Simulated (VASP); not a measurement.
Input of a VASP 6.6.1 run:

The input INCAR:

```
PREC = Accurate
ENCUT = 520
EDIFF = 1E-6
ISMEAR = 0
SIGMA = 0.1
LREAL = F
LASPH = T
NELM = 100
ALGO = Normal
ISIF = 2
LWAVE = F
LCHARG = F
LDIPOL = T
IDIPOL = 3
DIPOL = 0.5 0.5 0.344
GGA = PE
NBANDS = 57
```

Contents of KPOINTS:

```
regular mesh
0
Gamma
  6 6 1
```

Contents of POSCAR:

```
Mo3N
1.0
    4.4695765303      0.0000000000      0.0000000000
   -2.2347882651      3.8707668194      0.0000000000
    0.0000000000      0.0000000000     20.8595667262
Mo N
6 2
Direct
    0.6666666667      0.3333333333      0.1917585371
    0.3333333333      0.6666666667      0.2354961900
    0.0000000000      0.0000000000      0.2792338429
    0.6666666667      0.3333333333      0.3191171057
    0.3333333333      0.6666666667      0.3580407041
    0.0000000000      0.0000000000      0.3959606081
    0.3333333333      0.6666666667      0.4587401620
    0.3333333333      0.6666666667      0.5135638096
```

Potentials or basis: VASP PAW PBE potentials, release 64 (Mo_sv, N).

Launch:

```console
$ cat potpaw_PBE.64/Mo_sv/POTCAR potpaw_PBE.64/N/POTCAR > POTCAR
$ mpirun -np 1 vasp_std > vasp.out
```

(1) What does it give for the largest force?

Answers

(1) 1.992 eV/Å.

Caveat: the standard files for N, O and F lose accuracy on very short bonds.
